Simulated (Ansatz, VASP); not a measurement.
# One calculation of Nb4C, two programs

```
Nb C
1.0
     0.00000    3.59291    3.59291
     3.59291    0.00000    3.59291
     3.59291    3.59291    0.00000
Nb C
4 1
Direct
  0.39773 0.39773 0.39773
  0.39773 0.39773 0.80682
  0.39773 0.80682 0.39773
  0.80682 0.39773 0.39773
  0.00000 0.00000 0.00000
```

Alike in both runs: task relaxation of cell and atoms; functional PBE; k mesh 4 × 4 × 4; occupations gaussian, width 0.1 eV; no spin polarisation.

|  | VASP | Ansatz |
| --- | --- | --- |
| version | VASP 6.6.1 | Ansatz 0.2.0 |
| potentials or method | VASP PAW PBE potentials, release 64 (Nb_sv, C), cutoff 600 eV | scalar-relativistic, plane waves, PAW |
| valence electrons in the cell | 56 | 56 |

|  | VASP | Ansatz | Ansatz less VASP |
| --- | --- | --- | --- |
| gap on the k mesh at the Fermi level, each at its own relaxed structure (eV) | none | none | - |
| relaxed volume (Å³/atom) | 20.54 | 20.54 | -0.006 |
| relaxed cell length with the largest relative difference (Å) | 5.257 | 5.256 | -0.0005 |

A gap of «none» marks a metal or a gap that the smearing closes.

The k mesh is coarse, so the values compare programs but aren't converged.
